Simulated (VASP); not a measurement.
HfN (HfN (100), 2 layers): single point with PBE

HfN (HfN (100), 2 layers), a slab with vacuum:

```
Hf N
1.0
     3.21598    0.00000    0.00000
     0.00000    3.21598    0.00000
     0.00000    0.00000   18.27400
Hf N
2 2
Direct
  0.00000 0.00000 0.44189
  0.50000 0.50000 0.55811
  0.50000 0.50000 0.43545
  0.00000 0.00000 0.56455
```

* Program: VASP 6.6.1
* Task: single point
* Functional: PBE
* Potentials or basis: VASP PAW PBE potentials, release 64 (Hf_pv, N)
* Cutoff: 520 eV
* k mesh: 11 × 11 × 1
* Occupations: fermi-dirac, width 0.08 eV
* Spin: no spin polarisation
* Dipole correction: yes
* Further INCAR settings: ALGO = Normal; EDIFF = 1e-07; NBANDS = 23

```yaml
Largest_force: 0.084 eV/Å
Band_gap_on_the_k_mesh: zero (band 15 reaches 1.24 eV, above the bottom of band 16 at -1.61 eV)
```

Forces on the atoms (eV/Å):
```
Hf   0.000  0.000  0.084
Hf   0.000  0.000 -0.084
N    0.000  0.000  0.061
N    0.000  0.000 -0.061
```

Levels at points of the mesh, in eV from the Fermi level:
```
           k point  band 13  band 14  band 15  band 16  band 17  band 18
(0.00, 0.00, 0.00)    -2.88    -2.75    -2.75    -0.76    -0.40     1.15
```

Wall time 48 s on 1 thread of Intel(R) Xeon(R) 6975P-C (Granite Rapids), on a shared host, peak memory 0.3 GiB.

Caveat: spin-orbit coupling is left out, which moves the levels of the heavy elements.
